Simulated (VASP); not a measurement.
# Ca (I4_1/amd) in VASP: single point with PBE

Aim: the single point of Ca with PBE.

Program: VASP 6.6.1. These are calculated values, not measurements. Logs are shortened: lines on timing, memory, paths and dates and some standing lists are left out, and cuts for length are marked.

### 1 The cell of the first run

The structure is tetragonal, space group I4_1/amd (No. 141). Conventional cell: a = 6.828 Å, b = 6.828 Å, c = 3.689 Å, α = 90.00°, β = 90.00°, γ = 90.00°. Within 4.6 Å of Ca (site symmetry -4m2) lie 10 Ca at 3.54 to 4.39 Å.

The cell was generated, and may not be a known phase.

### 2 Single point, PBE

Input file INCAR:

```
SYSTEM = Ca
  PREC = Accurate
  ENCUT = 520
  EDIFF = 1E-6
  ISMEAR = 0
  SIGMA = 0.1
  LREAL = .False.
  LASPH = .True.
  NELM = 100
  ALGO = Normal
  ISIF = 2
  LWAVE = .False.
  LCHARG = .True.
  GGA = PE
  LELF = .True.
  LVHAR = .True.
  NBANDS = 17
```

Input file KPOINTS:

```
Automatic mesh
0
Gamma
  18 18 18
  0 0 0
```

Input file POSCAR:

```
Ca
1.0
   -3.4141571854      3.4141571854      1.8447114679
    3.4141571854     -3.4141571854      1.8447114679
    3.4141571854      3.4141571854     -1.8447114679
Ca
2
Direct
    0.5000000000      0.5000000000      0.0000000000
    0.2500000000      0.7500000000      0.5000000000
```

Potentials or basis: VASP PAW PBE potentials, release 64 (Ca_sv).

The run is started by

```
$ cat potpaw_PBE.64/Ca_sv/POTCAR > POTCAR
$ mpirun -np 1 vasp_std > vasp.out
```

OUTCAR:

```text
SYSTEM = Ca
   PREC = Accurate
   ENCUT = 520
   EDIFF = 1E-6
   ISMEAR = 0
   LREAL = .False.
   LASPH = .True.
   NELM = 100
   ISIF = 2
   GGA = PE

 ion  position               nearest neighbor table
   1  0.500  0.500  0.000-
   2  0.250  0.750  0.500-

  LATTYP: Found a body centered tetragonal cell.
 ALAT       =     6.8283143708
 C/A-ratio  =     0.5403124015

  Lattice vectors:

 A1 = (  -3.4141571854,   3.4141571854,   1.8447114679)
 A2 = (   3.4141571854,  -3.4141571854,   1.8447114679)
 A3 = (   3.4141571854,   3.4141571854,  -1.8447114679)

Analysis of symmetry for initial positions (statically):
=====================================================================
 Subroutine PRICEL returns:
 Original cell was already a primitive cell.

 Routine SETGRP: Setting up the symmetry group for a
 body centered tetragonal supercell.

 Subroutine GETGRP returns: Found 16 space group operations
 (whereof  8 operations were pure point group operations)
 out of a pool of 16 trial point group operations.

The static configuration has the point symmetry D_2d.
 The point group associated with its full space group is D_4h.

Analysis of symmetry for dynamics (positions and initial velocities):
=====================================================================
 Subroutine PRICEL returns:
 Original cell was already a primitive cell.

 Routine SETGRP: Setting up the symmetry group for a
 body centered tetragonal supercell.

 Subroutine GETGRP returns: Found 16 space group operations
 (whereof  8 operations were pure point group operations)
 out of a pool of 16 trial point group operations.

The dynamic configuration has the point symmetry D_2d.
 The point group associated with its full space group is D_4h.

 Subroutine INISYM returns: Found 16 space group operations
 (whereof  8 operations are pure point group operations),
 and found     1 'primitive' translations

----------------------------------------------------------------------------------------

                                     Primitive cell

  volume of cell :      86.0113

  direct lattice vectors                    reciprocal lattice vectors
    -3.414157185  3.414157185  1.844711468     0.000000000  0.146449028  0.271045098
     3.414157185 -3.414157185  1.844711468     0.146449028  0.000000000  0.271045098
     3.414157185  3.414157185 -1.844711468     0.146449028  0.146449028  0.000000000

  length of vectors
     5.168742494  5.168742494  5.168742494     0.308079150  0.308079150  0.207110201

  position of ions in fractional coordinates (direct lattice)
     0.500000000  0.500000000  0.000000000
     0.250000000  0.750000000  0.500000000

  ion indices of the primitive-cell ions
   primitive index   ion index
                 1           1
                 2           2

----------------------------------------------------------------------------------------

 KPOINTS: Automatic mesh

Automatic generation of k-mesh.
 Grid dimensions read from file:
 generate k-points for:   18   18   18

 Generating k-lattice:

  Cartesian coordinates                     Fractional coordinates (reciprocal lattice)
     0.000000000  0.008136057  0.015058061     0.055555556  0.000000000 -0.000000000
     0.008136057  0.000000000  0.015058061     0.000000000  0.055555556 -0.000000000
     0.008136057  0.008136057  0.000000000     0.000000000  0.000000000  0.055555556

  Length of vectors
     0.017115508  0.017115508  0.011506122

  Shift w.r.t. Gamma in fractional coordinates (k-lattice)
     0.000000000  0.000000000  0.000000000

 Subroutine IBZKPT returns following result:
 ===========================================

 Found    480 irreducible k-points:

 Following reciprocal coordinates:
            Coordinates               Weight
  0.000000  0.000000  0.000000      1.000000
  0.055556  0.000000 -0.000000      8.000000
  0.111111  0.000000 -0.000000      8.000000
  0.166667 -0.000000  0.000000      8.000000
  0.222222 -0.000000  0.000000      8.000000
  0.277778  0.000000  0.000000      8.000000
[... 16 lines left out ...]
 -0.277778  0.055556 -0.000000     16.000000
 -0.222222  0.055556 -0.000000     16.000000
 [... further k-points ...]
   k-points           NKPTS =    480   k-points in BZ     NKDIM =    480   number of bands    NBANDS=     17
   number of dos      NEDOS =    301   number of ions     NIONS =      2
   total plane-waves  NPLWV =  64000
   dimension x,y,z NGX =    40 NGY =   40 NGZ =   40
   dimension x,y,z NGXF=    80 NGYF=   80 NGZF=   80
   ions per type =               2
   NGX,Y,Z   is equivalent  to a cutoff of  12.87, 12.87, 12.87 a.u.
   NGXF,Y,Z  is equivalent  to a cutoff of  25.73, 25.73, 25.73 a.u.
 SYSTEM =  Ca
   PREC   = accura    normal or accurate (medium, high low for compatibility)
   ISTART =      0    job   : 0-new  1-cont  2-samecut
   ICHARG =      2    charge: 1-file 2-atom 10-const
   ISPIN  =      1    spin polarized calculation?
   LNONCOLLINEAR =      F non collinear calculations
   LSORBIT =      F    spin-orbit coupling
   LASPH  =      T    aspherical Exc in radial PAW
   ENCUT  =  520.0 eV  38.22 Ry    6.18 a.u.   9.61  9.61  9.61*2*pi/ulx,y,z
   NELM   =    100;   NELMIN=  2; NELMDL= -5     # of ELM steps
   EDIFF  = 0.1E-05   stopping-criterion for ELM
   LREAL  =      F    real-space projection
[... 7 lines left out ...]
   TEBEG  =    0.0;   TEEND  =   0.0 temperature during run
   PSTRESS=    0.0 pullay stress
   NELECT =      20.0000    total number of electrons
   NUPDOWN=      -1.0000    fix difference up-down
   EMIN   =  10.00;   EMAX   =-10.00  energy-range for DOS
   EFERMI =   0.00;   METHOD = LEGACY
   ISMEAR =     0;   SIGMA  =   0.10  broadening in eV -4-tet -1-fermi 0-gaus
   EFERMI_NEDOS =   21; number of points for ismear=-14 and -15
   IALGO  =     38    algorithm
   IMIX   =      4    mixing-type and parameters
     AMIX     =   0.40;   BMIX     =  1.00
     AMIX_MAG =   1.60;   BMIX_MAG =  1.00
  volume/ion in A,a.u.               =      43.01       290.22
  Fermi-wavevector in a.u.,A,eV,Ry     =   1.006699  1.902385 13.788730  1.013443
  Thomas-Fermi vector in A             =   2.139458
   LORBIT       =      0    0 simple, 1 ext, 2 COOP (PROOUT), +10 PAW based schemes
   GGA     = PE    functional components
   LHFCALC =     F    Hartree Fock is set to
   AEXX    =    0.0000 exact exchange contribution
   IVDW    =     0    specifies the selected vdW correction
   LEPSILON=     F    determine dielectric tensor
   LRPA    =     F    only Hartree local field effects (RPA)
 non-spin polarized calculation
 Gauss-broadening in eV      SIGMA  =   0.10
  energy-cutoff  :      520.00
  volume of cell :       86.01
 maximum number of plane-waves:      2359
   NGX = 19   NGY = 19   NGZ = 19

 number of electron      20.0000002 magnetization

 Free energy of the ion-electron system (eV)
  ---------------------------------------------------
  ext. energy  EPLUGINS =         0.00000000
  ---------------------------------------------------
  free energy    TOTEN  =        -3.34851157 eV

  energy without entropy =       -3.33272568  energy(sigma->0) =       -3.34061863

 E-fermi :   1.8057     XC(G=0):  -7.6661

 val. band max:        1.8049840994   @ k =   0.3889   0.1667   0.1111
 cond. band min:       1.8076660438   @ k =  -0.0556   0.2778   0.0556
 fundamental gap:      0.0026819444
 Fermi energy:         1.8056835075

 k-point     1 :       0.0000    0.0000    0.0000
  band No.  band energies     occupation
      1     -40.3414      2.00000
      2     -40.3073      2.00000
      3     -21.3996      2.00000
      4     -21.3996      2.00000
      5     -21.2506      2.00000
      6     -21.2481      2.00000
[... 9 lines left out ...]
     16       5.0381      0.00000
     17       5.0448      0.00000

 k-point     2 :       0.0556    0.0000   -0.0000
  band No.  band energies     occupation
      1     -40.3409      2.00000
      2     -40.3072      2.00000
      3     -21.3992      2.00000
      4     -21.3978      2.00000
      5     -21.2550      2.00000
      6     -21.2522      2.00000
[... 9 lines left out ...]
     16       4.8600      0.00000
     17       4.8699      0.00000

 k-point     3 :       0.1111    0.0000   -0.0000
  band No.  band energies     occupation
      1     -40.3394      2.00000
      2     -40.3070      2.00000
      3     -21.3982      2.00000
      4     -21.3926      2.00000
      5     -21.2670      2.00000
      6     -21.2636      2.00000
[... 9 lines left out ...]
     16       4.6801      0.00000
     17       4.7431      0.00000

 k-point     4 :       0.1667   -0.0000    0.0000
  band No.  band energies     occupation
      1     -40.3371      2.00000
      2     -40.3067      2.00000
      3     -21.3967      2.00000
      4     -21.3849      2.00000
      5     -21.2851      2.00000
      6     -21.2803      2.00000
[... 9 lines left out ...]
     16       4.4675      0.00000
     17       4.5966      0.00000
[... 343 lines left out ...]
      1     -40.3298      2.00000
      2     -40.3075      2.00000
      3     -21.3931      2.00000
      4     -21.3633      2.00000
      5     -21.3336      2.00000
      6     -21.3098      2.00000
[... 9 lines left out ...]
     16       4.2818      0.00000
     17       4.6713      0.00000

 k-point    23 :      -0.2778    0.0556   -0.0000
  band No.  band energies     occupation
      1     -40.3331      2.00000
      2     -40.3076      2.00000
      3     -21.3950      2.00000
      4     -21.3681      2.00000
      5     -21.3109      2.00000
      6     -21.2966      2.00000
[... 9 lines left out ...]
     16       4.4189      0.00000
     17       4.4982      0.00000

 k-point    24 :      -0.2222    0.0556   -0.0000
  band No.  band energies     occupation
      1     -40.3361      2.00000
      2     -40.3077      2.00000
      3     -21.3967      2.00000
      4     -21.3775      2.00000
      5     -21.2889      2.00000
      6     -21.2792      2.00000
[... 9 lines left out ...]
     16       4.4958      0.00000
     17       4.5764      0.00000

 [... further k-points ...]

------------------------ aborting loop because EDIFF is reached ----------------------------------------

  FORCE on cell =-STRESS in cart. coord.  units (eV):
  Direction    XX          YY          ZZ          XY          YZ          ZX
  --------------------------------------------------------------------------------------
  -------------------------------------------------------------------------------------
  Total        0.0094004      0.0094004      0.0081018      0.0000000      0.0000000      0.0000000
  in kB        0.1751061      0.1751061      0.1509161      0.0000000      0.0000000      0.0000000
  external PRESSURE =       0.1670428 kB  Pullay stress =       0.0000000 kB

 VOLUME and BASIS-vectors are now :
 -----------------------------------------------------------------------------
  energy-cutoff  :      520.00
  volume of cell :       86.01
      direct lattice vectors                 reciprocal lattice vectors
    -3.414157185  3.414157185  1.844711468     0.000000000  0.146449028  0.271045098
     3.414157185 -3.414157185  1.844711468     0.146449028  0.000000000  0.271045098
     3.414157185  3.414157185 -1.844711468     0.146449028  0.146449028  0.000000000

 POSITION                                       TOTAL-FORCE (eV/Angst)
 -----------------------------------------------------------------------------------
      0.00000      0.00000      1.84471         0.000000     -0.000000     -0.000000
      3.41416      0.00000      0.92236        -0.000000      0.000000      0.000000
 -----------------------------------------------------------------------------------
    total drift:                               -0.000000     -0.000000      0.000000

  FREE ENERGIE OF THE ION-ELECTRON SYSTEM (eV)
  ---------------------------------------------------
  free  energy   TOTEN  =        -3.3485115737 eV

  energy  without entropy=       -3.3327256834  energy(sigma->0) =       -3.34061863
```

Wall time 8.9 min (1 thread of Intel Xeon Platinum 8259CL at 2.50GHz (Skylake/Cascade Lake), shared host); peak memory 0.69 GiB.

What came out:

```
Free energy            : -3.3485 eV
Pressure               : 0.0 GPa
Band gap on the k mesh : zero (bands 10 and 11 overlap by 1.06 eV)
```
